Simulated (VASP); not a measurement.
A run of VASP 6.6.1 is set up as follows.

File INCAR:

```
ALGO = Normal
EDIFF = 1E-6
ENCUT = 500
GGA = PS
GGA_COMPAT = False
ISIF = 2
ISMEAR = 0
LASPH = True
LCHARG = False
LREAL = False
LWAVE = False
NBANDS = 18
NELM = 120
PREC = Accurate
SIGMA = 0.1
```

Contents of KPOINTS:

```
k-points
0
Gamma
  8 8 4
```

The input POSCAR:

```
Au
1.0
    1.3765904572     -2.5578416875     -0.0364534167
    1.4185444578      2.5810074350      0.0013541817
   -0.0608464880      0.0361901094      4.9685663764
Au
2
Direct
    0.6464970626      0.3230456515      0.2532787502
    0.3022856735      0.6592323313      0.7401851646
```

Potentials or basis: VASP PAW PBE potentials, release 64 (Au).

Launch:

```sh
$ cat potpaw_PBE.64/Au/POTCAR > POTCAR
$ mpirun -np 1 vasp_std > vasp.out
```

Estimate the band gap on the k mesh.

zero (bands 11 and 12 overlap by 5.70 eV).

What does it give for the pressure?

-5.7 GPa.

Predict the largest force.

0.361 eV/Å.

Stress tensor (GPa, compression positive):
```
-5.34  0.10  0.56
 0.10 -4.58 -0.52
 0.56 -0.52 -7.09
```

Caveat: the cell stands under tension; the PAW data sets were made with another functional, which shifts forces and pressure a little; spin-orbit coupling is left out, which moves the levels of the heavy elements.
